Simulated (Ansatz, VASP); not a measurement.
## Te5Pd in VASP and in Ansatz

INCAR

```
PREC = Accurate ; ENCUT = 520
EDIFF = 1E-7 ; ISMEAR = 0
SIGMA = 0.1 ; LREAL = F
LASPH = T ; NELM = 100
ALGO = Normal ; ISIF = 2
LWAVE = F ; LCHARG = F
GGA = PE ; NBANDS = 29
```

Contents of KPOINTS:

```
regular mesh
0
Gamma
  3 3 3
```

File POSCAR:

```
Te5Pd
1.0
    3.2657712000      1.8854938800      5.7486731200
   -3.2657712000      1.8854938800      5.7486731200
    0.0000000000     -3.7709877600      5.7486731200
Te Pd
5 1
Direct
    0.1514396700      0.1514396700      0.1514396700
    0.6053500000      0.3946500000      0.0000000000
    0.0000000000      0.6053500000      0.3946500000
    0.8485603300      0.8485603300      0.8485603300
    0.3946500000      0.0000000000      0.6053500000
    0.5000000000      0.5000000000      0.5000000000
```

Input for Ansatz:

```yaml
crystal:
  lattice:
    - [3.2657712, 1.88549388, 5.74867312]
    - [-3.2657712, 1.88549388, 5.74867312]
    - [0.0, -3.77098776, 5.74867312]
  atoms:
    - { symbol: Te, position: [0.15143967, 0.15143967, 0.15143967] }
    - { symbol: Te, position: [0.60535, 0.39465, 0.0] }
    - { symbol: Te, position: [0.0, 0.60535, 0.39465] }
    - { symbol: Te, position: [0.84856033, 0.84856033, 0.84856033] }
    - { symbol: Te, position: [0.39465, 0.0, 0.60535] }
    - { symbol: Pd, position: [0.5, 0.5, 0.5] }
basis:
  ecutwfc: 420
kpoints:
  mp_grid: { grid: [3, 3, 3] }
hamiltonian:
  xc: pbe
scf:
  occupations: { method: gaussian, width: 0.1 }
  lower_state_search: "off"
output:
  forces: true
  stress: true
  eigenvalues: true
```

Change from the starting cell: species swapped into the Ti5Si type (R32, No. 155).

Alike in both runs: task single point; functional PBE; k mesh 3 × 3 × 3; occupations gaussian, width 0.1 eV; no spin polarisation.

|  | VASP | Ansatz |
| --- | --- | --- |
| version | VASP 6.6.1 | Ansatz 0.2.0 |
| potentials or method | VASP PAW PBE potentials, release 64 (Te, Pd), cutoff 520 eV | scalar-relativistic, plane waves, PAW |
| valence electrons in the cell | 40 | 98 |

Ansatz gave:

```
gap on the k mesh at the Fermi level (eV) : none
pressure (GPa)                            : -8.4
rms of the force components (eV/Å)        : 0.043
```

Q: Which values does VASP return?

A: gap on the k mesh at the Fermi level (eV): none; pressure (GPa): -8.5; rms of the force components (eV/Å): 0.043.

Atom by atom the forces differ by 0.001 eV/Å (rms over components). A gap of «none» marks a metal or a gap that the smearing closes. VASP's potentials hold 40 valence electrons a cell and Ansatz's 98, so a difference there can come from the potentials and not from the codes.

The k mesh is coarse, so the values compare programs but aren't converged. Spin-orbit coupling is off throughout.
